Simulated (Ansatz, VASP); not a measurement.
## CdS in VASP and in Ansatz

File INCAR:

```
SYSTEM = CdS
PREC = Accurate
ENCUT = 540
EDIFF = 1E-6
ISMEAR = 0
SIGMA = 0.05
LREAL = .FALSE.
LASPH = .TRUE.
NELM = 120
ALGO = Normal
ISIF = 2
LWAVE = .FALSE.
LCHARG = .FALSE.
GGA = PS
NBANDS = 20
GGA_COMPAT = .FALSE.
```

File KPOINTS:

```
regular mesh
0
G
  9 9 6
  0 0 0
```

POSCAR

```
CdS
1.0
    4.3195490283      0.0000000000      0.0000000000
   -2.1597745142      3.7408391914      0.0000000000
    0.0000000000      0.0000000000      5.6483443581
Cd S
1 1
Direct
    0.0000000000      0.0000000000      0.4426919200
    0.6666666667      0.3333333333      0.4343080800
```

Input for Ansatz:

```yaml
crystal:
  lattice:
    - [4.3195490283, 0.0, 0.0]
    - [-2.1597745142, 3.7408391914, 0.0]
    - [0.0, 0.0, 5.6483443581]
  atoms:
    - { symbol: Cd, position: [0.0, 0.0, 0.44269192] }
    - { symbol: S, position: [0.6666666667, 0.3333333333, 0.43430808] }
basis:
  ecutwfc: 420
kpoints:
  mp_grid: { grid: [9, 9, 6] }
hamiltonian:
  xc: pbesol
scf:
  occupations: { method: gaussian, width: 0.05 }
output:
  forces: true
  stress: true
  eigenvalues: true
```

Alike in both runs: task single point; functional PBEsol; k mesh 9 × 9 × 6; occupations gaussian, width 0.05 eV; no spin polarisation.

|  | VASP | Ansatz |
| --- | --- | --- |
| version | VASP 6.6.1 | Ansatz 0.2.0 |
| potentials or method | VASP PAW PBE potentials, release 64 (Cd_sv_GW, S), cutoff 540 eV | scalar-relativistic, plane waves, PAW |
| valence electrons in the cell | 26 | 26 |

Ansatz gave:

* gap on the k mesh at the Fermi level (eV): 1.22
* least direct gap on the mesh (eV): 1.32
* pressure (GPa): -2.5
* traceless stress, the component that is largest in VASP (GPa): 2.52
* rms of the force components (eV/Å): 0.014

**Question.** Which values does VASP return?

**Answer.** gap on the k mesh at the Fermi level (eV): 1.23; least direct gap on the mesh (eV): 1.31; pressure (GPa): -3.0; traceless stress, the component that is largest in VASP (GPa): 2.50; rms of the force components (eV/Å): 0.014.

VASP's potentials were made for PBE, not for PBEsol. Atom by atom the forces differ by 0.000 eV/Å (rms over components). With one functional, cell and mesh, what is left measures potentials, basis and numerics.
